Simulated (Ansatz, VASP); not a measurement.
# One calculation of Ga2BAs3, two programs

```xyz
12
Lattice="5.7430 -3.3128 0.0000 5.7430 3.3128 0.0000 0.0000 0.0000 6.2681" Properties=species:S:1:pos:R:3 pbc="T T T"
Ga    7.5893    1.1001    6.2464
Ga    3.8967   -1.1001    3.1124
Ga    3.8967    1.1001    6.2464
Ga    7.5893   -1.1001    3.1124
B     5.7430    2.3308    3.1469
B     5.7430   -2.3308    0.0129
As    4.0447    1.2818    3.7866
As    7.4413    1.2818    3.7866
As    5.7430   -2.4226    4.1202
As    4.0447   -1.2818    0.6525
As    7.4413   -1.2818    0.6525
As    5.7430    2.4226    0.9862
```

Alike in both runs: functional PBE; k mesh 6 × 6 × 6; occupations gaussian, width 0.02 eV; no spin polarisation.

Ansatz relaxed the structure, and its values are those at the end. VASP's run is a single point on that final structure, the one shown.

|  | VASP | Ansatz |
| --- | --- | --- |
| version | VASP 6.6.1 | Ansatz 0.2.0 |
| potentials or method | VASP PAW PBE potentials, release 64 (Ga_d, B, As), cutoff 520 eV | scalar-relativistic, plane waves, PAW |
| valence electrons in the cell | 88 | 148 |

Ansatz gave:

| Property | Result |
| --- | --- |
| gap on the k mesh at the Fermi level (eV) | 0.66 |
| least direct gap on the mesh (eV) | 0.66 |
| pressure (GPa) | 0.0 |
| rms of the force components (eV/Å) | 0.001 |

Question: Estimate VASP's values.

Answer: gap on the k mesh at the Fermi level (eV): 0.66; least direct gap on the mesh (eV): 0.66; pressure (GPa): 0.3; rms of the force components (eV/Å): 0.007.

The functional is the same, so the differences come from potentials, cutoffs and numerics. VASP's potentials hold 88 valence electrons a cell and Ansatz's 148, so a difference there can come from the potentials and not from the codes.
